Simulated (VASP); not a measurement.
A run of VASP 6.6.1 is set up as follows.

File INCAR:

```
SYSTEM = ZnSn2O8
PREC = Accurate ; ENCUT = 520
EDIFF = 1E-6 ; ISMEAR = 0
SIGMA = 0.02 ; LREAL = .FALSE.
LASPH = .TRUE. ; NELM = 80
ALGO = Normal ; ISIF = 2
LWAVE = .FALSE. ; LCHARG = .FALSE.
GGA = PE ; NBANDS = 55
```

Contents of KPOINTS:

```
Automatic mesh
0
G
  3 3 3
  0 0 0
```

The input POSCAR:

```
ZnSn2O8
1.0
    0.0000000000      4.8271903452     -3.2381522545
    0.0000000000     -4.8271903452     -3.2381522545
   -4.8271903452      0.0000000000      3.2381522545
Zn Sn O
1 2 8
Direct
   -0.2499999804      0.2499999839      0.4999999642
   -0.0025750797     -0.0025750797      0.0000000000
    0.5025750404      0.5025750404      0.0000000000
    0.5520505306      0.7500000482      0.8020506181
    0.0615162211      0.2499999839      0.8115161657
    0.9479494586      0.7499999411      0.1979495176
    0.4384837431      0.2499999804      0.1884837628
    0.5326912422      0.2278080918      0.6951169853
   -0.0326911744      0.6624258109      0.6951169853
    0.5326911351      0.8375742855      0.3048831504
   -0.0326911744      0.2721919760      0.3048831504
```

Potentials or basis: VASP PAW PBE potentials, release 64 (Zn, Sn_d, O).

Launch:

```console
$ cat potpaw_PBE.64/Zn/POTCAR potpaw_PBE.64/Sn_d/POTCAR potpaw_PBE.64/O/POTCAR > POTCAR
$ mpirun -np 1 vasp_std > vasp.out
```

Q: What does it give for the pressure?

A: -1.8 GPa.

Q: Predict the band gap on the k mesh.

A: Zero (bands 44 and 45 overlap by 0.24 eV).

Q: What does it give for the largest force?

A: 0.086 eV/Å.

Forces in eV/Å, atoms in the order of the input:
```
Zn   0.000  0.000  0.000
Sn   0.000  0.000 -0.038
Sn   0.000  0.000  0.038
O    0.043 -0.043  0.000
O    0.021 -0.021  0.000
O   -0.043  0.043  0.000
O   -0.021  0.021  0.000
O   -0.032 -0.032  0.074
O   -0.032 -0.032 -0.074
O    0.032  0.032  0.074
O    0.032  0.032 -0.074
```

Caveat: the k points lie up to 0.45 Å⁻¹ apart; spin-orbit coupling is left out, which moves the levels of the heavy elements.
